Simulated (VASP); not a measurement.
The system is BaRe.

```
CELL_PARAMETERS angstrom
3.56641 0.00000 0.00000
0.00000 3.56641 0.00000
0.00000 0.00000 3.56641
ATOMIC_POSITIONS crystal
Ba 0.00000 0.00000 0.00000
Re 0.50000 0.50000 0.50000
```

This cell differs from its parent crystal: volume scaled by 0.960.

Base run:

```yaml
Program: VASP 6.6.1
Functional: PBEsol
Potentials_or_basis: VASP PAW PBE potentials, release 64 (Ba_sv, Re)
Cutoff: 520 eV
k_mesh: 8 × 8 × 8
Occupations: gaussian, width 0.05 eV
Spin: no spin polarisation
```

Its results: pressure 6.1 GPa.

Question: The run is repeated on the same cell with these changes: potentials or basis from VASP PAW PBE potentials, release 64 (Ba_sv, Re) to VASP PAW PBE potentials, release 64 (Ba_sv, Re_sv_GW); cutoff from 520 eV to 500 eV; further incar settings from ALGO = Fast; EDIFF = 1e-06; NBANDS = 16 to ALGO = Normal; EDIFF = 1e-06; NBANDS = 20; valence electrons from 17 to 25. What comes out?

Answer: Pressure 5.3 GPa.

Caveats: the PAW data sets were made with another functional, which shifts forces and pressure a little.
